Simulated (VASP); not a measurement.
Input of a VASP 6.6.1 run:

File INCAR:

```
SYSTEM = ZnSe
PREC = Accurate
ENCUT = 520
EDIFF = 1E-6
ISMEAR = 0
SIGMA = 0.05
LREAL = .False.
LASPH = .True.
NELM = 80
ALGO = Normal
ISIF = 2
LWAVE = .False.
LCHARG = .False.
GGA = CA
NBANDS = 16
```

Contents of KPOINTS:

```
Automatic mesh
0
Gamma
  10 10 10
  0 0 0
```

File POSCAR:

```
ZnSe
1.0
    0.0000000000      2.4980117071      2.9966551189
    2.9966551189      0.0000000000      2.9966551189
    2.9966551189      2.4980117071      0.0000000000
Zn Se
1 1
Direct
    0.0000000000      0.0000000000      0.0000000000
    0.7500000000      0.7500000000      0.7500000000
```

Potentials or basis: VASP PAW LDA potentials, release 64 (Zn, Se).

Command:

```sh
$ cat potpaw_LDA.64/Zn/POTCAR potpaw_LDA.64/Se/POTCAR > POTCAR
$ mpirun -np 1 vasp_std > vasp.out
```

Task: Predict the band gap on the k mesh.

Result: 0.72 eV.

Task: What does it give for the pressure?

Result: -3.0 GPa.

Stress tensor (GPa, compression positive):
```
-4.67  0.00  0.00
 0.00  0.47  0.00
 0.00  0.00 -4.67
```

Caveat: the stress differs along the axes, from -5 to 0 GPa; semilocal functionals underestimate gaps, and a narrow one can read as zero.
